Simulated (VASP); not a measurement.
# Al2Cu (Cmmm) in VASP: notebook

Runs on Al2Cu. Level: r2SCAN. Tasks: single point.

Everything below comes from runs of VASP 6.6.1. Logs are shortened: lines on timing, memory, paths and dates and some standing lists are left out, and cuts for length are marked.

### Step 1. The cell of the first run

It takes space group Cmmm (No. 65, orthorhombic). Conventional cell: a = 5.608 Å, b = 5.955 Å, c = 2.851 Å, α = 90.00°, β = 90.00°, γ = 90.00°. Within 3.3 Å of Al (site symmetry 2/m) lie 4 Cu at 2.49 Å and 6 Al at 2.80 to 2.98 Å. Within 3.3 Å of Cu (site symmetry mmm) lie 8 Al at 2.49 Å and 2 Cu at 2.85 Å.

### Step 2. Single point, r2SCAN (strain -0.0600 x Voigt [0, 0, 0, 0, 0, 1])

The input, POSCAR:

```
Al2Cu
1.0
    4.0880282794     -0.1226408484      0.0000000000
   -0.1226408484      4.0880282794      0.0000000000
    0.0000000000      0.0000000000      2.8513253910
Al Cu
2 1
Direct
    0.5000000000      0.0000000000      0.5000000000
    0.0000000000      0.5000000000      0.5000000000
    0.0000000000      0.0000000000      0.0000000000
```

The input, INCAR.step1:

```
SYSTEM = Al2Cu
PREC     = Accurate       ! precision mode
ENCUT    = 520            ! plane-wave cutoff, eV
ISMEAR   = 0              ! smearing method
SIGMA    = 0.15           ! smearing width, eV
LREAL    = .False.        ! projectors in reciprocal space
LASPH    = .True.         ! aspherical terms in the spheres
NELM     = 60             ! most SCF steps
NBANDS   = 16             ! bands
GGA      = PE             ! functional
ALGO     = Normal         ! electronic algorithm
EDIFF    = 1E-4           ! SCF threshold, eV
LWAVE    = .True.         ! write WAVECAR
LCHARG   = .False.        ! write CHGCAR
```

The input, INCAR.step2:

```
SYSTEM = Al2Cu
PREC     = Accurate       ! precision mode
ENCUT    = 520            ! plane-wave cutoff, eV
EDIFF    = 1E-6           ! SCF threshold, eV
ISMEAR   = 0              ! smearing method
SIGMA    = 0.15           ! smearing width, eV
LREAL    = .False.        ! projectors in reciprocal space
LASPH    = .True.         ! aspherical terms in the spheres
NELM     = 60             ! most SCF steps
ALGO     = Normal         ! electronic algorithm
ISIF     = 2              ! what is computed and relaxed
LWAVE    = .False.        ! write WAVECAR
LCHARG   = .False.        ! write CHGCAR
METAGGA  = R2SCAN         ! meta-GGA
LMIXTAU  = .True.       
NBANDS   = 16             ! bands
ISTART   = 1
```

The input, KPOINTS:

```
Automatic mesh
0
Gamma
  12 12 16
  0 0 0
```

Potentials or basis: VASP PAW PBE potentials, release 64 (Al, Cu).

On the command line:

```bash
$ cat potpaw_PBE.64/Al/POTCAR potpaw_PBE.64/Cu/POTCAR > POTCAR
$ cp INCAR.step1 INCAR
$ mpirun -np 1 vasp_std > vasp.out
$ cp INCAR.step2 INCAR
$ mpirun -np 1 vasp_std > vasp.out
```

OUTCAR:

```text
SYSTEM = Al2Cu
   PREC = Accurate
   ENCUT = 520
   EDIFF = 1E-6
   ISMEAR = 0
   LREAL = .False.
   LASPH = .True.
   NELM = 60
   ISIF = 2
   METAGGA = R2SCAN
   ISTART = 1

 ion  position               nearest neighbor table
   1  0.500  0.000  0.500-   3 2.49   3 2.49   3 2.49   3 2.49   2 2.80   2 2.80   2 2.98   2 2.98

   2  0.000  0.500  0.500-   3 2.49   3 2.49   3 2.49   3 2.49   1 2.80   1 2.80   1 2.98   1 2.98

   3  0.000  0.000  0.000-   1 2.49   2 2.49   1 2.49   2 2.49   2 2.49   2 2.49   1 2.49   1 2.49

  LATTYP: Found a base centered orthorhombic cell.
 ALAT       =     5.6079046850
 B/A-ratio  =     1.0618556701
 C/A-ratio  =     0.5084475488

  Lattice vectors:

 A1 = (   4.0880282794,  -0.1226408484,   0.0000000000)
 A2 = (  -0.1226408484,   4.0880282794,   0.0000000000)
 A3 = (   0.0000000000,   0.0000000000,   2.8513253910)

Analysis of symmetry for initial positions (statically):
=====================================================================
 Subroutine PRICEL returns:
 Original cell was already a primitive cell.

 Routine SETGRP: Setting up the symmetry group for a
 base centered orthorhombic supercell.

 Subroutine GETGRP returns: Found  8 space group operations
 (whereof  8 operations were pure point group operations)
 out of a pool of  8 trial point group operations.

The static configuration has the point symmetry D_2h.

Analysis of symmetry for dynamics (positions and initial velocities):
=====================================================================
 Subroutine PRICEL returns:
 Original cell was already a primitive cell.

 Routine SETGRP: Setting up the symmetry group for a
 base centered orthorhombic supercell.

 Subroutine GETGRP returns: Found  8 space group operations
 (whereof  8 operations were pure point group operations)
 out of a pool of  8 trial point group operations.

The dynamic configuration has the point symmetry D_2h.

 Subroutine INISYM returns: Found  8 space group operations
 (whereof  8 operations are pure point group operations),
 and found     1 'primitive' translations

----------------------------------------------------------------------------------------

                                     Primitive cell

  volume of cell :      47.6084

  direct lattice vectors                    reciprocal lattice vectors
     4.088028279 -0.122640848  0.000000000     0.244837056  0.007345112  0.000000000
[... 89 lines left out ...]
   LREAL  =      F    real-space projection
   EDIFFG = 0.1E-04   stopping-criterion for IOM
   NSW    =      0    number of steps for IOM
   IBRION =     -1    ionic relax: 0-MD 1-quasi-New 2-CG
   NFREE  =      0    steps in history (QN), initial steepest desc. (CG)
   ISIF   =      2    stress and relaxation
   ISYM   =      2    0-nonsym 1-usesym 2-fastsym
   POTIM  = 0.5000    time-step for ionic-motion
   TEBEG  =    0.0;   TEEND  =   0.0 temperature during run
   PSTRESS=    0.0 pullay stress
   NELECT =      17.0000    total number of electrons
   NUPDOWN=      -1.0000    fix difference up-down
   EMIN   =  10.00;   EMAX   =-10.00  energy-range for DOS
   EFERMI =   0.00;   METHOD = LEGACY
   ISMEAR =     0;   SIGMA  =   0.15  broadening in eV -4-tet -1-fermi 0-gaus
   EFERMI_NEDOS =   21; number of points for ismear=-14 and -15
   IALGO  =     38    algorithm
   IMIX   =      4    mixing-type and parameters
     AMIX     =   0.40;   BMIX     =  1.00
     AMIX_MAG =   1.60;   BMIX_MAG =  1.00
  volume/ion in A,a.u.               =      15.87       107.09
  Fermi-wavevector in a.u.,A,eV,Ry     =   1.161440  2.194803 18.353469  1.348942
  Thomas-Fermi vector in A             =   2.298012
   LORBIT       =      0    0 simple, 1 ext, 2 COOP (PROOUT), +10 PAW based schemes
   METAGGA = R2SCAN    functional components
   LHFCALC =     F    Hartree Fock is set to
   AEXX    =    0.0000 exact exchange contribution
   IVDW    =     0    specifies the selected vdW correction
   LEPSILON=     F    determine dielectric tensor
   LRPA    =     F    only Hartree local field effects (RPA)
 non-spin polarized calculation
 Gauss-broadening in eV      SIGMA  =   0.15
  energy-cutoff  :      520.00
  volume of cell :       47.61
 maximum number of plane-waves:      1311
   NGX = 15   NGY = 15   NGZ = 11

 number of electron      16.9999981 magnetization

 Free energy of the ion-electron system (eV)
  ---------------------------------------------------
  ext. energy  EPLUGINS =         0.00000000
  ---------------------------------------------------
  free energy    TOTEN  =       -24.39187965 eV

  energy without entropy =      -24.38321418  energy(sigma->0) =      -24.38754691

 E-fermi :   7.3033     XC(G=0): -11.2198

 val. band max:        7.3010489078   @ k =   0.4167   0.0833   0.3750
 cond. band min:       7.3234283584   @ k =  -0.2500   0.2500   0.1250
 fundamental gap:      0.0223794506
 Fermi energy:         7.3032521408

 k-point     1 :       0.0000    0.0000    0.0000
  band No.  band energies     occupation
      1      -3.9352      2.00000
      2       1.6276      2.00000
      3       2.1287      2.00000
      4       2.8121      2.00000
      5       3.0558      2.00000
      6       3.1031      2.00000
[... 433 lines left out ...]
      3       1.9881      2.00000
      4       2.4543      2.00000
      5       2.8067      2.00000
      6       3.0373      2.00000
[... 8 lines left out ...]
     15      18.0810      0.00000
     16      19.7926      0.00000

 [... further k-points ...]

------------------------ aborting loop because EDIFF is reached ----------------------------------------

  FORCE on cell =-STRESS in cart. coord.  units (eV):
  Direction    XX          YY          ZZ          XY          YZ          ZX
  --------------------------------------------------------------------------------------
  -------------------------------------------------------------------------------------
  Total        0.1418477      0.1418477     -0.1924507      0.9137584      0.0000000      0.0000000
  in kB        4.7736376      4.7736376     -6.4765916     30.7509431      0.0000000      0.0000000
  external PRESSURE =       1.0235612 kB  Pullay stress =       0.0000000 kB

 VOLUME and BASIS-vectors are now :
 -----------------------------------------------------------------------------
  energy-cutoff  :      520.00
  volume of cell :       47.61
      direct lattice vectors                 reciprocal lattice vectors
     4.088028279 -0.122640848  0.000000000     0.244837056  0.007345112  0.000000000
    -0.122640848  4.088028279  0.000000000     0.007345112  0.244837056  0.000000000
     0.000000000  0.000000000  2.851325391     0.000000000  0.000000000  0.350714094

 POSITION                                       TOTAL-FORCE (eV/Angst)
 -----------------------------------------------------------------------------------
      2.04401     -0.06132      1.42566         0.000000      0.000000      0.000000
     -0.06132      2.04401      1.42566        -0.000000      0.000000      0.000000
      0.00000      0.00000      0.00000        -0.000000      0.000000      0.000000
 -----------------------------------------------------------------------------------
    total drift:                               -0.000000     -0.000000     -0.000000

  FREE ENERGIE OF THE ION-ELECTRON SYSTEM (eV)
  ---------------------------------------------------
  free  energy   TOTEN  =       -24.3918796478 eV

  energy  without entropy=      -24.3832141788  energy(sigma->0) =      -24.38754691
```

OSZICAR.step1:

```text
N       E                     dE             d eps       ncg     rms          rms(c)
DAV:   1     0.620998470075E+02    0.62100E+02   -0.68921E+03 12464   0.111E+03
DAV:   2    -0.107689425650E+02   -0.72869E+02   -0.64680E+02 13024   0.202E+02
DAV:   3    -0.133629015662E+02   -0.25940E+01   -0.25370E+01 16960   0.429E+01
DAV:   4    -0.134208776920E+02   -0.57976E-01   -0.57955E-01 14904   0.544E+00
DAV:   5    -0.134238113369E+02   -0.29336E-02   -0.29336E-02 19648   0.136E+00    0.138E+01
DAV:   6    -0.151049143515E+02   -0.16811E+01   -0.33973E+01 14288   0.202E+02    0.113E+01
DAV:   7    -0.113875216374E+02    0.37174E+01   -0.93131E+00 15656   0.823E+01    0.204E+00
DAV:   8    -0.113339821228E+02    0.53540E-01   -0.12713E+00 18608   0.326E+01    0.226E+00
DAV:   9    -0.112618942314E+02    0.72088E-01   -0.24877E-01 15632   0.163E+01    0.207E-01
DAV:  10    -0.112645261968E+02   -0.26320E-02   -0.15988E-02 19584   0.332E+00    0.300E-01
DAV:  11    -0.112630989805E+02    0.14272E-02   -0.83733E-03 16744   0.325E+00    0.114E-01
DAV:  12    -0.112628517075E+02    0.24727E-03   -0.75025E-04 17856   0.825E-01    0.246E-02
DAV:  13    -0.112628419703E+02    0.97372E-05   -0.20826E-05  7648   0.119E-01
   1 F= -.11262842E+02 E0= -.11257867E+02  d E =-.995024E-02
```

Wall time 24 min (1 thread of Oxide Virtual Turin-like, shared host); peak memory 0.36 GiB.

What came out:

```yaml
Free_energy: -24.3919 eV
Pressure: 0.1 GPa
Band_gap_on_the_k_mesh: zero (an odd number of electrons rules out a gap without spin polarisation)
```

Stress tensor (GPa, compression positive):
```
 0.48  3.08  0.00
 3.08  0.48  0.00
 0.00  0.00 -0.65
```

Caveat: the cell differs from its parent crystal (strain -0.0600 x Voigt [0, 0, 0, 0, 0, 1]); the PAW data sets were made with another functional, which shifts forces and pressure a little.

### Step 3. Single point, r2SCAN (strain +0.0450 x Voigt [0, 0, 0, 0, 0, 1])

The input, POSCAR:

```
Al2Cu
1.0
    4.0880282794      0.0919806363      0.0000000000
    0.0919806363      4.0880282794      0.0000000000
    0.0000000000      0.0000000000      2.8513253910
Al Cu
2 1
Direct
    0.5000000000      0.0000000000      0.5000000000
    0.0000000000      0.5000000000      0.5000000000
    0.0000000000      0.0000000000      0.0000000000
```

The input, INCAR.step1:

```
  PREC = Accurate
  ENCUT = 520
  ISMEAR = 0
  SIGMA = 0.15
  LREAL = F
  LASPH = T
  NELM = 60
  NBANDS = 16
  GGA = PE
  ALGO = Normal
  EDIFF = 1E-4
  LWAVE = T
  LCHARG = F
```

The input, INCAR.step2:

```
  PREC = Accurate
  ENCUT = 520
  EDIFF = 1E-7
  ISMEAR = 0
  SIGMA = 0.15
  LREAL = F
  LASPH = T
  NELM = 60
  ALGO = Normal
  ISIF = 2
  LWAVE = F
  LCHARG = T
  METAGGA = R2SCAN
  LMIXTAU = T
  LELF = T
  LVHAR = T
  NBANDS = 16
  ISTART = 1
```

The input, KPOINTS:

```
Automatic mesh
0
Gamma
  12 12 16
```

Potentials or basis: VASP PAW PBE potentials, release 64 (Al, Cu).

On the command line:

```bash
$ cat potpaw_PBE.64/Al/POTCAR potpaw_PBE.64/Cu/POTCAR > POTCAR
$ cp INCAR.step1 INCAR
$ mpirun -np 1 vasp_std > vasp.out
$ cp INCAR.step2 INCAR
$ mpirun -np 1 vasp_std > vasp.out
```

It took 35 min on 1 thread of Oxide Virtual Turin-like, shared host; peak memory 0.35 GiB.

The run converged. Its results:

```yaml
Free_energy: -24.4041 eV
Pressure: 0.1 GPa
Band_gap_on_the_k_mesh: zero (an odd number of electrons rules out a gap without spin polarisation)
```

Stress tensor (GPa, compression positive):
```
 0.39 -2.37  0.00
-2.37  0.39  0.00
 0.00  0.00 -0.59
```

Levels at points of the mesh, in eV from the Fermi level:
```
           k point  band 6  band 7  band 8  band 9  band 10  band 11  band 12  band 13
(0.00, 0.00, 0.00)   -4.21   -2.81   -2.45    0.09     1.03     5.86     6.76     7.11
(0.50, 0.00, 0.00)   -4.27   -4.22   -1.27    1.45     1.98     2.35     8.22     8.95
(0.50, 0.50, 0.00)   -4.45   -4.27   -4.23   -2.56     8.99     9.00    10.15    10.29
(0.00, 0.00, 0.50)   -4.29   -3.13    2.51    2.66     2.72     2.98     3.04     3.34
(0.50, 0.00, 0.50)   -4.33   -3.29   -2.56   -1.70     3.90     4.14     4.65     5.80
(0.50, 0.50, 0.50)   -3.72   -2.72   -2.24   -0.94    -0.81    -0.09     0.50     2.71
```

Caveat: the cell differs from its parent crystal (strain +0.0450 x Voigt [0, 0, 0, 0, 0, 1]); the PAW data sets were made with another functional, which shifts forces and pressure a little.

The gap in the log of VASP goes by the Fermi energy; the results here count the filled bands.